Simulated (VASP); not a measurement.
# SiNi2 (P6_3/mmc) in VASP: a series of runs, part 2 of 2

VASP 6.6.1. Earlier steps stand in the parts before.

## Step 3: Relaxation of cell and atoms, PBEsol

This run uses another cell than the first one, of 10.51 Å³/atom, 0.831 times its volume.

The input, INCAR:

```
SYSTEM = SiNi2
ALGO = Fast
EDIFF = 1E-6
EDIFFG = -0.005
ENCUT = 600
GGA = PS
IBRION = 2
ISIF = 3
ISMEAR = 0
LASPH = .TRUE.
LCHARG = .FALSE.
LREAL = .FALSE.
LWAVE = .FALSE.
NELM = 80
NSW = 100
PREC = Accurate
SIGMA = 0.1
```

The input, KPOINTS:

```
k-points
0
G
  12 12 8
  0 0 0
```

The input, POSCAR:

```
SiNi2
1.0
    3.8359985066      0.0000000000      0.0000000000
   -1.9179992533      3.3220721556      0.0000000000
    0.0000000000      0.0000000000      4.9480000000
Si Ni
2 4
Direct
    0.3333333333      0.6666666667      0.7500000000
    0.6666666667      0.3333333333      0.2500000000
    0.0000000000      0.0000000000      0.0000000000
    0.0000000000      0.0000000000      0.5000000000
    0.3333333333      0.6666666667      0.2500000000
    0.6666666667      0.3333333333      0.7500000000
```

Potentials or basis: VASP PAW PBE potentials, release 64 (Si, Ni).

Command:

```bash
> cat potpaw_PBE.64/Si/POTCAR potpaw_PBE.64/Ni/POTCAR > POTCAR
> mpirun -np 1 vasp_std > vasp.out
```

OUTCAR:

```text
SYSTEM = SiNi2
   EDIFF = 1E-6
   EDIFFG = -0.005
   ENCUT = 600
   GGA = PS
   IBRION = 2
   ISIF = 3
   ISMEAR = 0
   LASPH = .TRUE.
   LREAL = .FALSE.
   NELM = 80
   NSW = 100
   PREC = Accurate

 ion  position               nearest neighbor table
   1  0.333  0.667  0.750-   6 2.21   6 2.21   6 2.21   5 2.47   5 2.47   3 2.54   4 2.54   4 2.54
                             3 2.54   4 2.54   3 2.54
   2  0.667  0.333  0.250-   5 2.21   5 2.21   5 2.21   6 2.47   6 2.47   3 2.54   4 2.54   3 2.54
                             4 2.54   3 2.54   4 2.54
   3  0.000  0.000  0.000-   4 2.47   4 2.47   1 2.54   5 2.54   6 2.54   2 2.54   2 2.54   6 2.54
                             1 2.54   5 2.54   2 2.54   6 2.54   1 2.54   5 2.54
   4  0.000  0.000  0.500-   3 2.47   3 2.47   1 2.54   5 2.54   6 2.54   2 2.54   2 2.54   6 2.54
                             1 2.54   5 2.54   2 2.54   6 2.54   1 2.54   5 2.54
   5  0.333  0.667  0.250-   2 2.21   2 2.21   2 2.21   1 2.47   1 2.47   3 2.54   4 2.54   4 2.54
                             3 2.54   4 2.54   3 2.54
   6  0.667  0.333  0.750-   1 2.21   1 2.21   1 2.21   2 2.47   2 2.47   3 2.54   4 2.54   3 2.54
[... 365 lines left out ...]
  free energy    TOTEN  =       -39.55945503 eV

  energy without entropy =      -39.54216365  energy(sigma->0) =      -39.55080934

 E-fermi :  11.3951     XC(G=0): -13.2144

 val. band max:       11.3950382491   @ k =   0.3333   0.3333   0.2500
 cond. band min:      11.4133186342   @ k =   0.1667   0.0000   0.0000
 fundamental gap:      0.0182803851
 Fermi energy:        11.3951487970

 k-point     1 :       0.0000    0.0000    0.0000
  band No.  band energies     occupation
      1      -1.4020      2.00000
      2       3.1182      2.00000
      3       4.8078      2.00000
      4       6.1916      2.00000
      5       6.1916      2.00000
      6       7.3629      2.00000
[... 733 lines left out ...]
     27      14.1053      0.00000
     28      14.6277      0.00000

 [... further k-points ...]
[... 5 lines left out ...]
  --------------------------------------------------------------------------------------
  -------------------------------------------------------------------------------------
  Total       -0.0123072     -0.0123072     -0.0024138      0.0000000      0.0000000      0.0000000
  in kB       -0.3092371     -0.3092371     -0.0606502      0.0000000      0.0000000      0.0000000
  external PRESSURE =      -0.2263748 kB  Pullay stress =       0.0000000 kB
[... 21 lines left out ...]
  FREE ENERGIE OF THE ION-ELECTRON SYSTEM (eV)
  ---------------------------------------------------
  free  energy   TOTEN  =       -39.5594550348 eV

  energy  without entropy=      -39.5421636509  energy(sigma->0) =      -39.55080934

 reached required accuracy - stopping structural energy minimisation
```

OSZICAR:

```text
N       E                     dE             d eps       ncg     rms          rms(c)
DAV:   1     0.343150436466E+03    0.34315E+03   -0.23707E+04  5328   0.248E+03
[... 55 lines left out ...]
       N       E                     dE             d eps       ncg     rms          rms(c)
DAV:   1    -0.395595326554E+02   -0.87722E-04   -0.19634E-03  6116   0.426E-01    0.697E-02
RMM:   2    -0.395594984609E+02    0.34195E-04   -0.62626E-04  5320   0.286E-01    0.492E-02
RMM:   3    -0.395594705954E+02    0.27865E-04   -0.19168E-04  5320   0.179E-01    0.371E-02
RMM:   4    -0.395594633611E+02    0.72344E-05   -0.46605E-05  5320   0.760E-02    0.278E-02
RMM:   5    -0.395594547344E+02    0.86267E-05   -0.20729E-05  5320   0.483E-02    0.330E-03
RMM:   6    -0.395594550348E+02   -0.30040E-06   -0.39594E-06  3728   0.144E-02
   5 F= -.39559455E+02 E0= -.39550809E+02  d E =-.257160E-02
```

CONTCAR:

```text
SiNi2
   1.00000000000000
     3.8704006469996588    0.0000000000000000    0.0000000000000000
    -1.9352003234998294    3.3518652831308042   -0.0000000000000000
    -0.0000000000000000    0.0000000000000000    4.9151200777494823
  Si              Ni
     2     4
Direct
     0.3333333332999970    0.6666666667000030    0.7500000000000000
     0.6666666667000030    0.3333333332999970    0.2500000000000000
     0.0000000000000000    0.0000000000000000    0.0000000000000000
     0.0000000000000000    0.0000000000000000    0.5000000000000000
     0.3333333332999970    0.6666666667000030    0.2500000000000000
     0.6666666667000030    0.3333333332999970    0.7500000000000000

  0.00000000E+00  0.00000000E+00  0.00000000E+00
  0.00000000E+00  0.00000000E+00  0.00000000E+00
  0.00000000E+00  0.00000000E+00  0.00000000E+00
  0.00000000E+00  0.00000000E+00  0.00000000E+00
  0.00000000E+00  0.00000000E+00  0.00000000E+00
  0.00000000E+00  0.00000000E+00  0.00000000E+00
```

Wall time 18 min (1 thread of Oxide Virtual Turin-like, shared host); peak memory 0.29 GiB.

Results:

* Free energy: -39.5595 eV
* Relaxed volume: 10.63 Å³/atom
* Relaxed cell: a = 3.870 Å, b = 3.870 Å, c = 4.915 Å, α = 90.00°, β = 90.00°, γ = 120.00°
* Space group after relaxing (to 0.05 Å): P6_3/mmc (No. 194)
* Energy gained by relaxing: 2.7 meV/atom
* Ionic steps: 5
* Pressure after relaxing: 0.0 GPa
* Band gap on the k mesh: zero (band 24 reaches 14.18 eV, above the bottom of band 25 at 10.81 eV)

Step by step:
```csv
step,energy change (eV),largest force (eV/Å),pressure (GPa),volume (Å³)
1,0.0000,0.0000,3.03,63.05
2,-0.0027,0.0000,-3.83,64.88
3,-0.0137,0.0000,-0.74,64.01
4,-0.0163,0.0000,-0.10,63.78
5,-0.0163,0.0000,-0.02,63.76
```

Final structure:
```xyz
6
Lattice="3.8704 0.0000 0.0000 -1.9352 3.3519 0.0000 0.0000 0.0000 4.9151" Properties=species:S:1:pos:R:3 pbc="T T T"
Si    0.0000    2.2346    3.6863
Si    1.9352    1.1173    1.2288
Ni    0.0000    0.0000    0.0000
Ni    0.0000    0.0000    2.4576
Ni    0.0000    2.2346    1.2288
Ni    1.9352    1.1173    3.6863
```

Caveat: the PAW data sets were made with another functional, which shifts forces and pressure a little.
